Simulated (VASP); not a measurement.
# Ge (P6mm) in VASP: single point with PBE

Aim: the single point of Ge with PBE.

Everything below comes from runs of VASP 6.6.1. Logs are shortened: lines on timing, memory, paths and dates and some standing lists are left out, and cuts for length are marked.

**1. The cell of the first run**

It takes space group P6mm (No. 183, hexagonal). Conventional cell: a = 4.144 Å, b = 4.144 Å, c = 5.690 Å, α = 90.00°, β = 90.00°, γ = 120.00°. Ge (site symmetry 2mm) has 4 Ge at 2.07 Å within 2.7 Å. Ge (site symmetry 6mm) has 6 Ge at 2.97 Å within 3.9 Å.

**2. Single point, PBE**

The input, INCAR:

```
SYSTEM = Ge
ALGO = Normal
EDIFF = 1E-7
ENCUT = 520
GGA = PE
ISIF = 2
ISMEAR = 0
LASPH = .TRUE.
LCHARG = .TRUE.
LELF = .TRUE.
LREAL = .FALSE.
LVHAR = .TRUE.
LWAVE = .FALSE.
NBANDS = 36
NELM = 80
PREC = Accurate
SIGMA = 0.1
```

The input, KPOINTS:

```
k-points
0
G
  6 6 4
  0 0 0
```

The input, POSCAR:

```
Ge
1.0
    4.1438459400      0.0000000000      0.0000000000
   -2.0719229700      3.5886758500      0.0000000000
    0.0000000000      0.0000000000      5.6904503900
Ge
4
Direct
    0.5000000000      0.0000000000      0.1161977400
    0.0000000000      0.5000000000      0.1161977400
    0.5000000000      0.5000000000      0.1161977400
    0.0000000000      0.0000000000      0.7427831100
```

Potentials or basis: VASP PAW PBE potentials, release 64 (Ge_d).

The run is started by

```bash
> cat potpaw_PBE.64/Ge_d/POTCAR > POTCAR
> mpirun -np 1 vasp_std > vasp.out
```

OUTCAR:

```text
SYSTEM = Ge
   EDIFF = 1E-7
   ENCUT = 520
   GGA = PE
   ISIF = 2
   ISMEAR = 0
   LASPH = .TRUE.
   LREAL = .FALSE.
   NELM = 80
   PREC = Accurate

 ion  position               nearest neighbor table
   1  0.500  0.000  0.116-   2 2.07   3 2.07   3 2.07   2 2.07
   2  0.000  0.500  0.116-   1 2.07   1 2.07   3 2.07   3 2.07
   3  0.500  0.500  0.116-   1 2.07   1 2.07   2 2.07   2 2.07
   4  0.000  0.000  0.743-

  LATTYP: Found a hexagonal cell.
 ALAT       =     4.1438459400
 C/A-ratio  =     1.3732292350

  Lattice vectors:

 A1 = (   4.1438459400,   0.0000000000,   0.0000000000)
 A2 = (  -2.0719229700,   3.5886758500,   0.0000000000)
 A3 = (   0.0000000000,   0.0000000000,   5.6904503900)

Analysis of symmetry for initial positions (statically):
=====================================================================
 Subroutine PRICEL returns:
 Original cell was already a primitive cell.

 Routine SETGRP: Setting up the symmetry group for a
 hexagonal supercell.

 Subroutine GETGRP returns: Found 12 space group operations
 (whereof 12 operations were pure point group operations)
 out of a pool of 24 trial point group operations.

The static configuration has the point symmetry C_6v.

Analysis of symmetry for dynamics (positions and initial velocities):
=====================================================================
 Subroutine PRICEL returns:
 Original cell was already a primitive cell.

 Routine SETGRP: Setting up the symmetry group for a
 hexagonal supercell.

 Subroutine GETGRP returns: Found 12 space group operations
 (whereof 12 operations were pure point group operations)
 out of a pool of 24 trial point group operations.

The dynamic configuration has the point symmetry C_6v.

 Subroutine INISYM returns: Found 12 space group operations
 (whereof 12 operations are pure point group operations),
 and found     1 'primitive' translations

----------------------------------------------------------------------------------------

                                     Primitive cell

  volume of cell :      84.6222

  direct lattice vectors                    reciprocal lattice vectors
     4.143845940  0.000000000  0.000000000     0.241321713  0.139327156  0.000000000
    -2.071922970  3.588675850  0.000000000     0.000000000  0.278654312  0.000000000
     0.000000000  0.000000000  5.690450390     0.000000000  0.000000000  0.175733014

  length of vectors
     4.143845940  4.143845937  5.690450390     0.278654312  0.278654312  0.175733014

  position of ions in fractional coordinates (direct lattice)
     0.500000000  0.000000000  0.116197740
     0.000000000  0.500000000  0.116197740
     0.500000000  0.500000000  0.116197740
     0.000000000  0.000000000  0.742783110

  ion indices of the primitive-cell ions
   primitive index   ion index
                 1           1
                 2           2
                 3           3
                 4           4

----------------------------------------------------------------------------------------

 KPOINTS: k-points

Automatic generation of k-mesh.
 Grid dimensions read from file:
 generate k-points for:    6    6    4

 Generating k-lattice:

  Cartesian coordinates                     Fractional coordinates (reciprocal lattice)
     0.040220285  0.023221193  0.000000000     0.166666667  0.000000000  0.000000000
     0.000000000  0.046442385  0.000000000     0.000000000  0.166666667  0.000000000
     0.000000000  0.000000000  0.043933254     0.000000000  0.000000000  0.250000000

  Length of vectors
     0.046442385  0.046442385  0.043933254

  Shift w.r.t. Gamma in fractional coordinates (k-lattice)
     0.000000000  0.000000000  0.000000000

 Subroutine IBZKPT returns following result:
 ===========================================

 Found     21 irreducible k-points:

 Following reciprocal coordinates:
            Coordinates               Weight
  0.000000  0.000000  0.000000      1.000000
  0.166667  0.000000  0.000000      6.000000
  0.333333  0.000000  0.000000      6.000000
  0.500000  0.000000  0.000000      3.000000
  0.166667  0.166667  0.000000      6.000000
  0.333333  0.166667  0.000000     12.000000
[... 13 lines left out ...]
  0.333333  0.166667  0.500000     12.000000
  0.333333  0.333333  0.500000      2.000000
   k-points           NKPTS =     21   k-points in BZ     NKDIM =     21   number of bands    NBANDS=     36
   number of dos      NEDOS =    301   number of ions     NIONS =      4
   total plane-waves  NPLWV =  43008
   dimension x,y,z NGX =    32 NGY =   32 NGZ =   42
   dimension x,y,z NGXF=    64 NGYF=   64 NGZF=   84
   ions per type =               4
   NGX,Y,Z   is equivalent  to a cutoff of  12.84, 12.84, 12.27 a.u.
   NGXF,Y,Z  is equivalent  to a cutoff of  25.68, 25.68, 24.54 a.u.
 SYSTEM =  Ge
   PREC   = accura    normal or accurate (medium, high low for compatibility)
   ISTART =      0    job   : 0-new  1-cont  2-samecut
   ICHARG =      2    charge: 1-file 2-atom 10-const
   ISPIN  =      1    spin polarized calculation?
   LNONCOLLINEAR =      F non collinear calculations
   LSORBIT =      F    spin-orbit coupling
   LASPH  =      T    aspherical Exc in radial PAW
   ENCUT  =  520.0 eV  38.22 Ry    6.18 a.u.   7.70  7.70 10.58*2*pi/ulx,y,z
   NELM   =     80;   NELMIN=  2; NELMDL= -5     # of ELM steps
   EDIFF  = 0.1E-06   stopping-criterion for ELM
   LREAL  =      F    real-space projection
   EDIFFG = 0.1E-05   stopping-criterion for IOM
   NSW    =      0    number of steps for IOM
   IBRION =     -1    ionic relax: 0-MD 1-quasi-New 2-CG
   NFREE  =      0    steps in history (QN), initial steepest desc. (CG)
   ISIF   =      2    stress and relaxation
   ISYM   =      2    0-nonsym 1-usesym 2-fastsym
   POTIM  = 0.5000    time-step for ionic-motion
   TEBEG  =    0.0;   TEEND  =   0.0 temperature during run
   PSTRESS=    0.0 pullay stress
   NELECT =      56.0000    total number of electrons
   NUPDOWN=      -1.0000    fix difference up-down
   EMIN   =  10.00;   EMAX   =-10.00  energy-range for DOS
   EFERMI =   0.00;   METHOD = LEGACY
   ISMEAR =     0;   SIGMA  =   0.10  broadening in eV -4-tet -1-fermi 0-gaus
   EFERMI_NEDOS =   21; number of points for ismear=-14 and -15
   IALGO  =     38    algorithm
   IMIX   =      4    mixing-type and parameters
     AMIX     =   0.40;   BMIX     =  1.00
     AMIX_MAG =   1.60;   BMIX_MAG =  1.00
  volume/ion in A,a.u.               =      21.16       142.76
  Fermi-wavevector in a.u.,A,eV,Ry     =   1.426623  2.695927 27.691317  2.035254
  Thomas-Fermi vector in A             =   2.546881
   LORBIT       =      0    0 simple, 1 ext, 2 COOP (PROOUT), +10 PAW based schemes
   GGA     = PE    functional components
   LHFCALC =     F    Hartree Fock is set to
   AEXX    =    0.0000 exact exchange contribution
   IVDW    =     0    specifies the selected vdW correction
   LEPSILON=     F    determine dielectric tensor
   LRPA    =     F    only Hartree local field effects (RPA)
 non-spin polarized calculation
 Gauss-broadening in eV      SIGMA  =   0.10
  energy-cutoff  :      520.00
  volume of cell :       84.62
 maximum number of plane-waves:      2302
 NGX is ok and might be reduce to    32
   NGX = 15   NGY = 15   NGZ = 21

 number of electron      55.9999961 magnetization

 Free energy of the ion-electron system (eV)
  ---------------------------------------------------
  ext. energy  EPLUGINS =         0.00000000
  ---------------------------------------------------
  free energy    TOTEN  =        -7.10640152 eV

  energy without entropy =       -7.10061954  energy(sigma->0) =       -7.10351053

 E-fermi :   5.7247     XC(G=0): -10.0690

 val. band max:        5.6983454870   @ k =   0.1667   0.1667   0.5000
 cond. band min:       5.8057125699   @ k =   0.1667   0.0000   0.2500
 fundamental gap:      0.1073670829
 Fermi energy:         5.7247438902

 k-point     1 :       0.0000    0.0000    0.0000
  band No.  band energies     occupation
      1     -21.4770      2.00000
      2     -20.9634      2.00000
      3     -20.9634      2.00000
      4     -20.6183      2.00000
      5     -20.2056      2.00000
      6     -20.1491      2.00000
[... 28 lines left out ...]
     35      10.9295      0.00000
     36      12.2668      0.00000

 k-point     2 :       0.1667    0.0000    0.0000
  band No.  band energies     occupation
      1     -21.3783      2.00000
      2     -20.9396      2.00000
      3     -20.8599      2.00000
      4     -20.5737      2.00000
      5     -20.1761      2.00000
      6     -20.1459      2.00000
[... 28 lines left out ...]
     35      11.9702      0.00000
     36      13.1075      0.00000

 k-point     3 :       0.3333    0.0000    0.0000
  band No.  band energies     occupation
      1     -21.1674      2.00000
      2     -20.8315      2.00000
      3     -20.5754      2.00000
      4     -20.4652      2.00000
      5     -20.1286      2.00000
      6     -20.1004      2.00000
[... 28 lines left out ...]
     35      12.4728      0.00000
     36      14.3380      0.00000

 k-point     4 :       0.5000    0.0000    0.0000
  band No.  band energies     occupation
      1     -21.0811      2.00000
      2     -20.6233      2.00000
      3     -20.3947      2.00000
      4     -20.3140      2.00000
      5     -20.2667      2.00000
      6     -20.0854      2.00000
[... 28 lines left out ...]
     35      12.7548      0.00000
     36      13.1711      0.00000

 k-point     5 :       0.1667    0.1667    0.0000
  band No.  band energies     occupation
      1     -21.2045      2.00000
      2     -20.8979      2.00000
      3     -20.6602      2.00000
      4     -20.4938      2.00000
      5     -20.1438      2.00000
      6     -20.1179      2.00000
[... 538 lines left out ...]
 k-point    19 :       0.1667    0.1667    0.5000
  band No.  band energies     occupation
      1     -21.2045      2.00000
      2     -20.8979      2.00000
      3     -20.6602      2.00000
      4     -20.4938      2.00000
      5     -20.1438      2.00000
      6     -20.1178      2.00000
[... 28 lines left out ...]
     35      12.9787      0.00000
     36      13.3916      0.00000

 k-point    20 :       0.3333    0.1667    0.5000
  band No.  band energies     occupation
      1     -20.9999      2.00000
      2     -20.7520      2.00000
      3     -20.3791      2.00000
      4     -20.3432      2.00000
      5     -20.3031      2.00000
      6     -20.1418      2.00000
[... 28 lines left out ...]
     35      12.1952      0.00000
     36      12.6217      0.00000

 k-point    21 :       0.3333    0.3333    0.5000
  band No.  band energies     occupation
      1     -20.7459      2.00000
      2     -20.6732      2.00000
      3     -20.6732      2.00000
      4     -20.2489      2.00000
      5     -20.2489      2.00000
      6     -20.1222      2.00000
[... 28 lines left out ...]
     35      12.0675      0.00000
     36      14.1196      0.00000

------------------------ aborting loop because EDIFF is reached ----------------------------------------

  FORCE on cell =-STRESS in cart. coord.  units (eV):
  Direction    XX          YY          ZZ          XY          YZ          ZX
  --------------------------------------------------------------------------------------
  -------------------------------------------------------------------------------------
  Total       42.6027500     42.6027499     -0.5928873      0.0000000     -0.0000000      0.0000000
  in kB      806.6102587    806.6102572    -11.2253072      0.0000000     -0.0000000      0.0000000
  external PRESSURE =     533.9984029 kB  Pullay stress =       0.0000000 kB

 VOLUME and BASIS-vectors are now :
 -----------------------------------------------------------------------------
  energy-cutoff  :      520.00
  volume of cell :       84.62
      direct lattice vectors                 reciprocal lattice vectors
     4.143845940  0.000000000  0.000000000     0.241321713  0.139327156  0.000000000
    -2.071922970  3.588675850  0.000000000     0.000000000  0.278654312  0.000000000
     0.000000000  0.000000000  5.690450390     0.000000000  0.000000000  0.175733014

 POSITION                                       TOTAL-FORCE (eV/Angst)
 -----------------------------------------------------------------------------------
      2.07192      0.00000      0.66122         0.000000     -0.000000      0.199188
     -1.03596      1.79434      0.66122        -0.000000      0.000000      0.199188
      1.03596      1.79434      0.66122         0.000000      0.000000      0.199188
      0.00000      0.00000      4.22677        -0.000000     -0.000000     -0.597563
 -----------------------------------------------------------------------------------
    total drift:                                0.000001      0.000001     -0.002443

  FREE ENERGIE OF THE ION-ELECTRON SYSTEM (eV)
  ---------------------------------------------------
  free  energy   TOTEN  =        -7.1064015190 eV

  energy  without entropy=       -7.1006195425  energy(sigma->0) =       -7.10351053
```

Wall time 92 s (1 thread of AMD EPYC 7R43 (Zen 3), shared host); peak memory 0.17 GiB.

What came out:

```
Free energy            : -7.1064 eV
Pressure               : 53.4 GPa
Largest force          : 0.598 eV/Å
Band gap on the k mesh : zero (band 28 reaches 6.17 eV, above the bottom of band 29 at 4.70 eV)
```

Forces in eV/Å, atoms in the order of the input:
```
Ge   0.000  0.000  0.199
Ge   0.000  0.000  0.199
Ge   0.000  0.000  0.199
Ge   0.000  0.000 -0.598
```
